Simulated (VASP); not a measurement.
# YPtS2: relaxation of cell and atoms with PBE

The system is YPtS2.

```
Y Pt S
1.0
     3.72227    0.00000    0.00000
    -1.86114    3.22358    0.00000
     0.00000    0.00000    6.50017
Y Pt S
1 1 2
Direct
  0.00000 0.00000 0.50000
  0.00000 0.00000 0.00000
  0.33333 0.66667 0.24042
  0.33333 0.66667 0.75958
```

```
Program                : VASP 6.6.1
Task                   : relaxation of cell and atoms
Functional             : PBE
Potentials or basis    : VASP PAW PBE potentials, release 64 (Y_sv, Pt, S)
Cutoff                 : 600 eV
k mesh                 : 12 × 12 × 8
Occupations            : gaussian, width 0.1 eV
Spin                   : no spin polarisation
Dipole correction      : no
Further INCAR settings : ALGO = Normal; EDIFF = 1e-06; IBRION = 2; EDIFFG = -0.01; NSW = 100; ISIF = 3
```

```yaml
Relaxed_volume: 19.49 Å³/atom
Relaxed_cell: a = 3.723 Å, b = 3.723 Å, c = 6.496 Å, α = 90.00°, β = 90.00°, γ = 120.00°
Space_group_after_relaxing_to_0.05_Å: P-6m2 (No. 187)
Energy_gained_by_relaxing: 0.0 meV/atom
Ionic_steps: 3
Pressure_after_relaxing: 0.0 GPa
```

The path:
```
step  energy change (eV)  largest force (eV/Å)  pressure (GPa)  volume (Å³)
   1              0.0000                0.0309           -0.01        78.00
   2             -0.0001                0.0172            0.01        77.98
   3             -0.0001                0.0005           -0.01        77.97
```

Final structure:
```
Y Pt S
1.0
     3.72296    0.00000    0.00000
    -1.86148    3.22417    0.00000
     0.00000    0.00000    6.49571
Y Pt S
1 1 2
Direct
  0.00000 0.00000 0.50000
  0.00000 0.00000 0.00000
  0.33333 0.66667 0.23992
  0.33333 0.66667 0.76008
```

Levels at points of the mesh, in eV from the Fermi level:
```
           k point  band 13  band 14  band 15  band 16  band 17  band 18  band 19  band 20
(0.00, 0.00, 0.00)    -1.37    -0.94    -0.94    -0.47    -0.47     1.23     2.77     3.15
(0.50, 0.00, 0.00)    -2.73    -1.16    -1.10    -0.19     0.05     0.59     3.95     3.98
(0.00, 0.00, 0.50)    -2.12    -1.22    -1.22    -0.61    -0.61     2.05     2.75     3.30
(0.50, 0.00, 0.50)    -2.16    -1.23    -1.11    -0.58     0.26     0.79     1.63     4.43
```

It took 9.2 min on 1 thread of Oxide Virtual Turin-like Processor (shared host), peak memory 0.36 GiB.

Caveat: spin-orbit coupling is left out, which moves the levels of the heavy elements.
